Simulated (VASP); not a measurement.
Here is a VASP 6.6.1 calculation.

INCAR

```
PREC     = Accurate       # precision mode
ENCUT    = 520            # plane-wave cutoff, eV
EDIFF    = 1E-6           # SCF threshold, eV
ISMEAR   = 0              # smearing method
SIGMA    = 0.1            # smearing width, eV
LREAL    = False          # projectors in reciprocal space
LASPH    = True           # aspherical terms in the spheres
NELM     = 120            # most SCF steps
ALGO     = Normal         # electronic algorithm
ISIF     = 2              # what is computed and relaxed
LWAVE    = False          # write WAVECAR
LCHARG   = False          # write CHGCAR
LDIPOL   = True         
IDIPOL   = 3            
DIPOL    = 0.5 0.5 0.257
GGA      = PE             # functional
IVDW     = 12             # dispersion correction
NBANDS   = 11             # bands
GGA_COMPAT= False        
NELMDL   = -8
```

Contents of KPOINTS:

```
Automatic mesh
0
Gamma
  15 15 1
```

POSCAR

```
C
1.0
    2.4657005714      0.0000000000      0.0000000000
   -1.2328502857      2.1353593330      0.0000000000
    0.0000000000      0.0000000000     17.5000000000
C
2
Direct
    0.3333333333      0.6666666667      0.2571428571
    0.6666666667      0.3333333333      0.2571428571
```

Potentials or basis: VASP PAW PBE potentials, release 64 (C).

The run is started by

```sh
$ cat potpaw_PBE.64/C/POTCAR > POTCAR
$ mpirun -np 1 vasp_std > vasp.out
```

(1) Estimate the dispersion energy per atom.

(2) Estimate the band gap on the k mesh.

Results:

(1) -0.089 eV.

(2) zero (filled and empty bands touch).
